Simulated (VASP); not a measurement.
Wanted: the native input for a VASP 6.6.1 run.

- Task: single point
- Functional: r2SCAN
- Potentials or basis: VASP PAW PBE potentials, release 64 (Y_sv, Al, Ge_d)
- Cutoff: 520 eV
- k mesh: 6 × 6 × 4
- Occupations: gaussian, width 0.1 eV
- Spin: no spin polarisation
- Dipole correction: no
- Further INCAR settings: ALGO = Normal; EDIFF = 1e-06; NBANDS = 30

The system is YAl2Ge2.

```
Y Al Ge
1.0
     4.20500    0.00000    0.00000
    -2.10250    3.64164    0.00000
     0.00000    0.00000    6.69900
Y Al Ge
1 2 2
Direct
  0.00000 0.00000 0.00000
  0.33333 0.66667 0.64200
  0.66667 0.33333 0.35800
  0.33333 0.66667 0.25730
  0.66667 0.33333 0.74270
```

One way to write it, as run:

POSCAR

```
YAl2Ge2
1.0
    4.2050013757      0.0000000000      0.0000000000
   -2.1025006879      3.6416380143      0.0000000000
    0.0000000000      0.0000000000      6.6990000000
Y Al Ge
1 2 2
Direct
    0.0000000000      0.0000000000      0.0000000000
    0.3333333333      0.6666666667      0.6420000000
    0.6666666667      0.3333333333      0.3580000000
    0.3333333333      0.6666666667      0.2573000000
    0.6666666667      0.3333333333      0.7427000000
```

INCAR.step1

```
PREC = Accurate ; ENCUT = 520
ISMEAR = 0 ; SIGMA = 0.1
LREAL = False ; LASPH = True
NELM = 80 ; NBANDS = 30
GGA = PE ; ALGO = Normal
EDIFF = 1E-4 ; LWAVE = True
LCHARG = False
```

INCAR.step2

```
PREC = Accurate ; ENCUT = 520
EDIFF = 1E-6 ; ISMEAR = 0
SIGMA = 0.1 ; LREAL = False
LASPH = True ; NELM = 80
ALGO = Normal ; ISIF = 2
LWAVE = False ; LCHARG = False
METAGGA = R2SCAN ; LMIXTAU = True
NBANDS = 30 ; ISTART = 1
```

KPOINTS

```
regular mesh
0
Gamma
  6 6 4
```

Potentials or basis: VASP PAW PBE potentials, release 64 (Y_sv, Al, Ge_d).

Run with:

```console
$ cat potpaw_PBE.64/Y_sv/POTCAR potpaw_PBE.64/Al/POTCAR potpaw_PBE.64/Ge_d/POTCAR > POTCAR
$ cp INCAR.step1 INCAR
$ mpirun -np 1 vasp_std > vasp.out
$ cp INCAR.step2 INCAR
$ mpirun -np 1 vasp_std > vasp.out
```

Results of the run:

- Pressure: 0.6 GPa
- Largest force: 0.150 eV/Å

Caveat: the PAW data sets were made with another functional, which shifts forces and pressure a little.

It took 4 min on 1 thread of Intel(R) Xeon(R) Platinum 8175M CPU @ 2.50GHz (Skylake/Cascade Lake), on a shared host, peak memory 0.29 GiB.
